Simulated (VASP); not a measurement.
Set up this calculation in VASP 6.6.1, as the native input.

| Property | Result |
| --- | --- |
| Task | single point |
| Functional | r2SCAN |
| Dispersion | D3(BJ) |
| Potentials or basis | VASP PAW PBE potentials, release 64 (Ni, O) |
| Cutoff | 520 eV |
| k mesh | 11 × 11 × 11 |
| Occupations | fermi-dirac, width 0.05 eV |
| Spin | collinear spin, ferromagnetic start |
| Starting moments | [1.0, 0.0] μB |
| Dipole correction | no |
| Further INCAR settings | ALGO = Normal; EDIFF = 1e-06; NBANDS = 19 |

Crystal: NiO.

```
Ni O
1.0
     0.00000    2.04332    2.04332
     2.04332    0.00000    2.04332
     2.04332    2.04332    0.00000
Ni O
1 1
Direct
  0.00000 0.00000 0.00000
  0.50000 0.50000 0.50000
```

The input as run:

POSCAR

```
NiO
1.0
    0.0000000000      2.0433202721      2.0433202721
    2.0433202721      0.0000000000      2.0433202721
    2.0433202721      2.0433202721      0.0000000000
Ni O
1 1
Direct
    0.0000000000      0.0000000000      0.0000000000
    0.5000000000      0.5000000000      0.5000000000
```

INCAR.step1

```
PREC = Accurate ; ENCUT = 520
ISMEAR = -1 ; SIGMA = 0.05
LREAL = F ; LASPH = T
NELM = 150 ; ISPIN = 2
MAGMOM = 1 0 ; LMAXMIX = 4
NBANDS = 19 ; GGA = PE
ALGO = Normal ; EDIFF = 1E-4
LWAVE = T ; LCHARG = F
```

INCAR.step2

```
PREC = Accurate ; ENCUT = 520
EDIFF = 1E-6 ; ISMEAR = -1
SIGMA = 0.05 ; LREAL = F
LASPH = T ; NELM = 150
ALGO = Normal ; ISIF = 2
LWAVE = F ; LCHARG = F
ISPIN = 2 ; MAGMOM = 1 0
LORBIT = 11 ; LMAXMIX = 4
METAGGA = R2SCAN ; LMIXTAU = T
IVDW = 12 ; VDW_S6 = 1.0
VDW_S8 = 0.78981345 ; VDW_A1 = 0.49484001
VDW_A2 = 5.73083694 ; NBANDS = 19
ISTART = 1
```

KPOINTS

```
Automatic mesh
0
Gamma
  11 11 11
```

Potentials or basis: VASP PAW PBE potentials, release 64 (Ni, O).

Command:

```bash
$ cat potpaw_PBE.64/Ni/POTCAR potpaw_PBE.64/O/POTCAR > POTCAR
$ cp INCAR.step1 INCAR
$ mpirun -np 1 vasp_std > vasp.out
$ cp INCAR.step2 INCAR
$ mpirun -np 1 vasp_std > vasp.out
```

Results of the run:

```
Pressure                                              : 17.5 GPa
Band gap on the k mesh                                : 0.51 eV, indirect (least direct gap 1.61 eV)
Net moment                                            : 2.00 μB per cell
Site moments                                          : Ni +1.69; O +0.28 μB
Valence electrons inside the program's atomic spheres : Ni 9.06; O 5.09
Dispersion energy per atom                            : -0.131 eV
```

Caveat: the PAW data sets were made with another functional, which shifts forces and pressure a little; a cell with one magnetic atom can't hold antiferromagnetic order, which such compounds often take.

It took 3.1 min on 1 thread of Intel Xeon 8259CL (shared host), peak memory 0.19 GiB.
